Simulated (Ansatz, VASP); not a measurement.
One calculation of Ta, two programs

```
CELL_PARAMETERS angstrom
-1.55391 1.55391 1.86470
1.55391 -1.55391 1.86470
1.55391 1.55391 -1.86470
ATOMIC_POSITIONS crystal
Ta 0.00000 0.00000 0.00000
```

Alike in both runs: task single point; functional LDA; k mesh 22 × 22 × 22; occupations gaussian, width 0.2 eV; no spin polarisation.

|  | VASP | Ansatz |
| --- | --- | --- |
| version | VASP 6.6.1 | Ansatz 0.2.0 |
| potentials or method | VASP PAW LDA potentials, release 64 (Ta_pv), cutoff 500 eV | scalar-relativistic, plane waves, PAW |
| valence electrons in the cell | 11 | 13 |

```tsv
	VASP	Ansatz	Ansatz less VASP
gap on the k mesh at the Fermi level (eV)	none	none	-
pressure (GPa)	-5.6	-6.3	-0.72
traceless stress, the component that is largest in VASP (GPa)	-10.87	-10.75	+0.125
```

LDA's correlation is that of Perdew and Zunger in VASP and of Perdew and Wang (1992) in Ansatz. A gap of «none» marks a metal or a gap that the smearing closes. VASP's potentials hold 11 valence electrons a cell and Ansatz's 13, so a difference there can come from the potentials and not from the codes.

Neither program's run includes spin-orbit coupling.
